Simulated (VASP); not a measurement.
# ZrB2 (P6/mmm) in VASP: a series of runs

The runs below take ZrB2 through single point, with PBEsol+D4, PBE+D3(BJ).

Everything below comes from runs of VASP 6.6.1. Logs are shortened: lines on timing, memory, paths and dates and some standing lists are left out, and cuts for length are marked.

**1. The cell of the first run**

It takes space group P6/mmm (No. 191, hexagonal). The conventional cell has a = 3.127 Å, b = 3.127 Å, c = 3.485 Å, α = 90.00°, β = 90.00°, γ = 120.00°. Zr (site symmetry 6/mmm) has 12 B at 2.51 Å and 6 Zr at 3.13 Å within 3.3 Å. B (site symmetry -6m2) has 3 B at 1.81 Å within 2.4 Å.

**2. Single point, PBEsol+D4**

INCAR

```
PREC = Accurate ; ENCUT = 520
EDIFF = 1E-6 ; ISMEAR = -1
SIGMA = 0.05 ; LREAL = F
LASPH = T ; NELM = 100
ALGO = Normal ; ISIF = 2
LWAVE = F ; LCHARG = F
GGA = PS ; IVDW = 13
NBANDS = 16
```

KPOINTS

```
Automatic mesh
0
Gamma
  10 10 8
```

POSCAR

```
ZrB2
1.0
    3.1271569103      0.0000000000      0.0000000000
   -1.5635784551      2.7081973259      0.0000000000
    0.0000000000      0.0000000000      3.4852509034
Zr B
1 2
Direct
    0.0000000000      0.0000000000      0.0000000000
    0.6666666667      0.3333333333      0.5000000000
    0.3333333333      0.6666666667      0.5000000000
```

Potentials or basis: VASP PAW PBE potentials, release 64 (Zr_sv, B).

Started as:

```bash
$ cat potpaw_PBE.64/Zr_sv/POTCAR potpaw_PBE.64/B/POTCAR > POTCAR
$ mpirun -np 1 vasp_std > vasp.out
```

OUTCAR:

```text
PREC = Accurate
   ENCUT = 520
   EDIFF = 1E-6
   ISMEAR = -1
   LREAL = F
   LASPH = T
   NELM = 100
   ISIF = 2
   GGA = PS
   IVDW = 13

 ion  position               nearest neighbor table
   1  0.000  0.000  0.000-   2 2.51   3 2.51   2 2.51   3 2.51   3 2.51   3 2.51   2 2.51   2 2.51
                             2 2.51   2 2.51   3 2.51   3 2.51
   2  0.667  0.333  0.500-   3 1.81   3 1.81   3 1.81   1 2.51   1 2.51   1 2.51   1 2.51   1 2.51
                             1 2.51
   3  0.333  0.667  0.500-   2 1.81   2 1.81   2 1.81   1 2.51   1 2.51   1 2.51   1 2.51   1 2.51
                             1 2.51

  LATTYP: Found a hexagonal cell.
 ALAT       =     3.1271569103
 C/A-ratio  =     1.1145110410

  Lattice vectors:

 A1 = (   3.1271569103,   0.0000000000,   0.0000000000)
 A2 = (  -1.5635784551,   2.7081973259,   0.0000000000)
 A3 = (   0.0000000000,   0.0000000000,   3.4852509034)

Analysis of symmetry for initial positions (statically):
=====================================================================
 Subroutine PRICEL returns:
 Original cell was already a primitive cell.

 Routine SETGRP: Setting up the symmetry group for a
 hexagonal supercell.

 Subroutine GETGRP returns: Found 24 space group operations
 (whereof 24 operations were pure point group operations)
 out of a pool of 24 trial point group operations.

The static configuration has the point symmetry D_6h.

Analysis of symmetry for dynamics (positions and initial velocities):
=====================================================================
 Subroutine PRICEL returns:
 Original cell was already a primitive cell.

 Routine SETGRP: Setting up the symmetry group for a
 hexagonal supercell.

 Subroutine GETGRP returns: Found 24 space group operations
 (whereof 24 operations were pure point group operations)
 out of a pool of 24 trial point group operations.

The dynamic configuration has the point symmetry D_6h.

 Subroutine INISYM returns: Found 24 space group operations
 (whereof 24 operations are pure point group operations),
 and found     1 'primitive' translations

----------------------------------------------------------------------------------------

                                     Primitive cell

  volume of cell :      29.5164

  direct lattice vectors                    reciprocal lattice vectors
     3.127156910  0.000000000  0.000000000     0.319779285  0.184624656  0.000000000
    -1.563578455  2.708197326  0.000000000     0.000000000  0.369249312  0.000000000
     0.000000000  0.000000000  3.485250903     0.000000000  0.000000000  0.286923389
[... 89 lines left out ...]
   NSW    =      0    number of steps for IOM
   IBRION =     -1    ionic relax: 0-MD 1-quasi-New 2-CG
   NFREE  =      0    steps in history (QN), initial steepest desc. (CG)
   ISIF   =      2    stress and relaxation
   ISYM   =      2    0-nonsym 1-usesym 2-fastsym
   POTIM  = 0.5000    time-step for ionic-motion
   TEBEG  =    0.0;   TEEND  =   0.0 temperature during run
   PSTRESS=    0.0 pullay stress
   NELECT =      18.0000    total number of electrons
   NUPDOWN=      -1.0000    fix difference up-down
   EMIN   =  10.00;   EMAX   =-10.00  energy-range for DOS
   EFERMI =   0.00;   METHOD = LEGACY
   ISMEAR =    -1;   SIGMA  =   0.05  broadening in eV -4-tet -1-fermi 0-gaus
   EFERMI_NEDOS =   21; number of points for ismear=-14 and -15
   IALGO  =     38    algorithm
   IMIX   =      4    mixing-type and parameters
     AMIX     =   0.40;   BMIX     =  1.00
     AMIX_MAG =   1.60;   BMIX_MAG =  1.00
  volume/ion in A,a.u.               =       9.84        66.40
  Fermi-wavevector in a.u.,A,eV,Ry     =   1.388282  2.623472 26.222870  1.927327
  Thomas-Fermi vector in A             =   2.512423
   LORBIT       =      0    0 simple, 1 ext, 2 COOP (PROOUT), +10 PAW based schemes
   GGA     = PS    functional components
   LHFCALC =     F    Hartree Fock is set to
   AEXX    =    0.0000 exact exchange contribution
   IVDW    =    13    specifies the selected vdW correction
   LEPSILON=     F    determine dielectric tensor
   LRPA    =     F    only Hartree local field effects (RPA)
 non-spin polarized calculation
  energy-cutoff  :      520.00
  volume of cell :       29.52
 maximum number of plane-waves:       816
 NGX is ok and might be reduce to    24
   NGX = 11   NGY = 11   NGZ = 13

 number of electron      18.0000000 magnetization

 Free energy of the ion-electron system (eV)
  ---------------------------------------------------
  ext. energy  EPLUGINS =         0.00000000
  ---------------------------------------------------
  free energy    TOTEN  =       -26.38390140 eV

  energy without entropy =      -26.38119548  energy(sigma->0) =      -26.38254844

 E-fermi :  10.7725     XC(G=0): -12.7302

 val. band max:       10.7372780248   @ k =   0.2000   0.2000   0.1250
 cond. band min:      10.9403901198   @ k =   0.1000   0.0000   0.5000
 fundamental gap:      0.2031120950
 Fermi energy:        10.7725469153

 k-point     1 :       0.0000    0.0000    0.0000
  band No.  band energies     occupation
      1     -37.4935      2.00000
      2     -15.7410      2.00000
      3     -15.1173      2.00000
      4     -15.1173      2.00000
      5      -1.9982      2.00000
      6       8.1674      2.00000
[... 433 lines left out ...]
      3     -15.5873      2.00000
      4     -15.4206      2.00000
      5       1.5512      2.00000
      6       2.8061      2.00000
[... 8 lines left out ...]
     15      19.6637      0.00000
     16      21.4610      0.00000

 [... further k-points ...]

------------------------ aborting loop because EDIFF is reached ----------------------------------------

  DFT-D4 for vdW energy calculation

  Edisp (eV):   -0.56849

  FORCE on cell =-STRESS in cart. coord.  units (eV):
  Direction    XX          YY          ZZ          XY          YZ          ZX
  --------------------------------------------------------------------------------------
  -------------------------------------------------------------------------------------
  Total       0.71310     0.71310     0.29923     0.00000     0.00000     0.00000
  in kB      38.70784    38.70784    16.24221     0.00000     0.00000     0.00000
  external pressure =       31.22 kB  Pullay stress =        0.00 kB

 VOLUME and BASIS-vectors are now :
 -----------------------------------------------------------------------------
  energy-cutoff  :      520.00
  volume of cell :       29.52
      direct lattice vectors                 reciprocal lattice vectors
     3.127156910  0.000000000  0.000000000     0.319779285  0.184624656  0.000000000
    -1.563578455  2.708197326  0.000000000     0.000000000  0.369249312  0.000000000
     0.000000000  0.000000000  3.485250903     0.000000000  0.000000000  0.286923389

 POSITION                                       TOTAL-FORCE (eV/Angst)
 -----------------------------------------------------------------------------------
      0.00000      0.00000      0.00000         0.000000     -0.000000      0.000000
      1.56358      0.90273      1.74263         0.000000     -0.000000      0.000000
     -0.00000      1.80546      1.74263        -0.000000      0.000000      0.000000
 -----------------------------------------------------------------------------------
    total drift:                               -0.000000      0.000000      0.000000

  FREE ENERGIE OF THE ION-ELECTRON SYSTEM (eV)
  ---------------------------------------------------
  free  energy   TOTEN  =       -26.9523942438 eV

  energy  without entropy=      -26.9496883218  energy(sigma->0) =      -26.95104128
```

OSZICAR:

```text
N       E                     dE             d eps       ncg     rms          rms(c)
DAV:   1     0.104739793676E+03    0.10474E+03   -0.97543E+03  2240   0.113E+03
DAV:   2    -0.247915384941E+02   -0.12953E+03   -0.12406E+03  2864   0.294E+02
DAV:   3    -0.289268254126E+02   -0.41353E+01   -0.41145E+01  3440   0.457E+01
DAV:   4    -0.289963161948E+02   -0.69491E-01   -0.69476E-01  2760   0.540E+00
DAV:   5    -0.289980953889E+02   -0.17792E-02   -0.17792E-02  3336   0.592E-01    0.242E+01
DAV:   6    -0.264434172639E+02    0.25547E+01   -0.54021E+00  2904   0.161E+01    0.101E+01
DAV:   7    -0.263868262429E+02    0.56591E-01   -0.61646E-01  3112   0.504E+00    0.356E+00
DAV:   8    -0.263882689708E+02   -0.14427E-02   -0.10807E-01  2696   0.264E+00    0.402E-01
DAV:   9    -0.263842009140E+02    0.40681E-02   -0.19367E-02  2720   0.106E+00    0.202E-01
DAV:  10    -0.263838982327E+02    0.30268E-03   -0.16431E-03  2600   0.383E-01    0.374E-02
DAV:  11    -0.263839034266E+02   -0.51939E-05   -0.55360E-05  2944   0.705E-02    0.122E-02
DAV:  12    -0.263839015992E+02    0.18273E-05   -0.27878E-06  2584   0.151E-02    0.637E-03
DAV:  13    -0.263839014049E+02    0.19433E-06   -0.45741E-07  1512   0.649E-03
   1 F= -.26952394E+02 E0= -.26951041E+02  d E =-.270592E-02
```

It took 48 s on 1 thread of Intel Xeon 6975P-C, shared host; peak memory 0.17 GiB.

Results:

| Quantity | Value |
| --- | --- |
| Free energy | -26.9524 eV |
| Pressure | 3.1 GPa |
| Band gap on the k mesh | zero (band 9 reaches 11.47 eV, above the bottom of band 10 at 10.62 eV) |
| Dispersion energy per atom | -0.189 eV |

Stress tensor (GPa, compression positive):
```
3.87 0.00 0.00
0.00 3.87 0.00
0.00 0.00 1.62
```

Caveat: the PAW data sets were made with another functional, which shifts forces and pressure a little; pairwise dispersion overbinds metals, which lowers pressure and volume.

**3. Single point, PBE+D3(BJ)**

This run uses another cell than the first one, of 10.04 Å³/atom, 1.021 times its volume.

INCAR

```
ALGO = Normal
EDIFF = 1E-6
ENCUT = 520
GGA = PE
ISIF = 2
ISMEAR = -1
IVDW = 12
LASPH = True
LCHARG = False
LREAL = False
LWAVE = False
NBANDS = 16
NELM = 80
PREC = Accurate
SIGMA = 0.05
```

KPOINTS

```
k-points
0
Gamma
  10 10 8
```

POSCAR

```
ZrB2
1.0
    3.1487241912      0.0000000000      0.0000000000
   -1.5743620956      2.7268751391      0.0000000000
    0.0000000000      0.0000000000      3.5092878761
Zr B
1 2
Direct
    0.0000000000      0.0000000000      0.0000000000
    0.6666666667      0.3333333333      0.5000000000
    0.3333333333      0.6666666667      0.5000000000
```

Potentials or basis: VASP PAW PBE potentials, release 64 (Zr_sv, B).

Started as:

```bash
$ cat potpaw_PBE.64/Zr_sv/POTCAR potpaw_PBE.64/B/POTCAR > POTCAR
$ mpirun -np 1 vasp_std > vasp.out
```

OUTCAR:

```text
EDIFF = 1E-6
   ENCUT = 520
   GGA = PE
   ISIF = 2
   ISMEAR = -1
   IVDW = 12
   LASPH = True
   LREAL = False
   NELM = 80
   PREC = Accurate
 IVDW          = 12

 ion  position               nearest neighbor table
   1  0.000  0.000  0.000-   2 2.53   3 2.53   2 2.53   3 2.53   2 2.53   2 2.53   3 2.53   3 2.53
                             2 2.53   2 2.53   3 2.53   3 2.53
   2  0.667  0.333  0.500-   3 1.82   3 1.82   3 1.82   1 2.53   1 2.53   1 2.53   1 2.53   1 2.53
                             1 2.53
   3  0.333  0.667  0.500-   2 1.82   2 1.82   2 1.82   1 2.53   1 2.53   1 2.53   1 2.53   1 2.53
[... 658 lines left out ...]

  FORCE on cell =-STRESS in cart. coord.  units (eV):
  Direction    XX          YY          ZZ          XY          YZ          ZX
  --------------------------------------------------------------------------------------
  -------------------------------------------------------------------------------------
  Total      -0.15073    -0.15073     0.04850     0.00000     0.00000     0.00000
  in kB      -8.01474    -8.01474     2.57903     0.00000     0.00000     0.00000
  external pressure =       -4.48 kB  Pullay stress =        0.00 kB

 VOLUME and BASIS-vectors are now :
 -----------------------------------------------------------------------------
  energy-cutoff  :      520.00
  volume of cell :       30.13
      direct lattice vectors                 reciprocal lattice vectors
     3.148724191  0.000000000  0.000000000     0.317588947  0.183360064  0.000000000
    -1.574362096  2.726875139  0.000000000     0.000000000  0.366720128  0.000000000
     0.000000000  0.000000000  3.509287876     0.000000000  0.000000000  0.284958098

 POSITION                                       TOTAL-FORCE (eV/Angst)
 -----------------------------------------------------------------------------------
      0.00000      0.00000      0.00000        -0.000000      0.000000     -0.000000
      1.57436      0.90896      1.75464         0.000000      0.000000     -0.000000
     -0.00000      1.81792      1.75464        -0.000000      0.000000      0.000000
 -----------------------------------------------------------------------------------
    total drift:                               -0.000000      0.000000     -0.000000

  FREE ENERGIE OF THE ION-ELECTRON SYSTEM (eV)
  ---------------------------------------------------
  free  energy   TOTEN  =       -26.1564530527 eV

  energy  without entropy=      -26.1536735258  energy(sigma->0) =      -26.15506329
```

OSZICAR:

```text
N       E                     dE             d eps       ncg     rms          rms(c)
DAV:   1     0.104835917823E+03    0.10484E+03   -0.97481E+03  2240   0.113E+03
DAV:   2    -0.235479528107E+02   -0.12838E+03   -0.12295E+03  2968   0.291E+02
DAV:   3    -0.276184593302E+02   -0.40705E+01   -0.40436E+01  3312   0.450E+01
DAV:   4    -0.276688482266E+02   -0.50389E-01   -0.50377E-01  2832   0.474E+00
DAV:   5    -0.276698268792E+02   -0.97865E-03   -0.97864E-03  3312   0.450E-01    0.225E+01
DAV:   6    -0.250087777354E+02    0.26610E+01   -0.58208E+00  2872   0.163E+01    0.911E+00
DAV:   7    -0.249629461391E+02    0.45832E-01   -0.64636E-01  3104   0.506E+00    0.330E+00
DAV:   8    -0.249670225810E+02   -0.40764E-02   -0.10371E-01  2656   0.262E+00    0.415E-01
DAV:   9    -0.249624829189E+02    0.45397E-02   -0.21432E-02  2736   0.110E+00    0.210E-01
DAV:  10    -0.249621840399E+02    0.29888E-03   -0.15591E-03  2608   0.363E-01    0.382E-02
DAV:  11    -0.249621933626E+02   -0.93226E-05   -0.61800E-05  3088   0.741E-02    0.121E-02
DAV:  12    -0.249621911006E+02    0.22620E-05   -0.30525E-06  2624   0.142E-02    0.580E-03
DAV:  13    -0.249621911478E+02   -0.47187E-07   -0.30436E-07  1352   0.529E-03
   1 F= -.26156453E+02 E0= -.26155063E+02  d E =-.277953E-02
```

stdout:

```text
POSCAR found type information on POSCAR ZrB
 POSCAR found :  2 types and       3 ions
 scaLAPACK will be used
 LDA part: xc-table for (Slater+PW92), standard interpolation
 POSCAR, INCAR and KPOINTS ok, starting setup
 FFT: planning ... GRIDC
 FFT: planning ... GRID_SOFT
 FFT: planning ... GRID
 WAVECAR not read
 entering main loop
```

It took 40 s on 1 thread of Intel Xeon 6975P-C, shared host; peak memory 0.18 GiB.

Results:

```yaml
Free_energy: -26.1565 eV
Pressure: -0.4 GPa
Band_gap_on_the_k_mesh: zero (band 9 reaches 11.34 eV, above the bottom of band 10 at 10.51 eV)
Dispersion_energy_per_atom: -0.398 eV
```

Caveat: pairwise dispersion overbinds metals, which lowers pressure and volume.

(Part 1 of 2 ends here.)
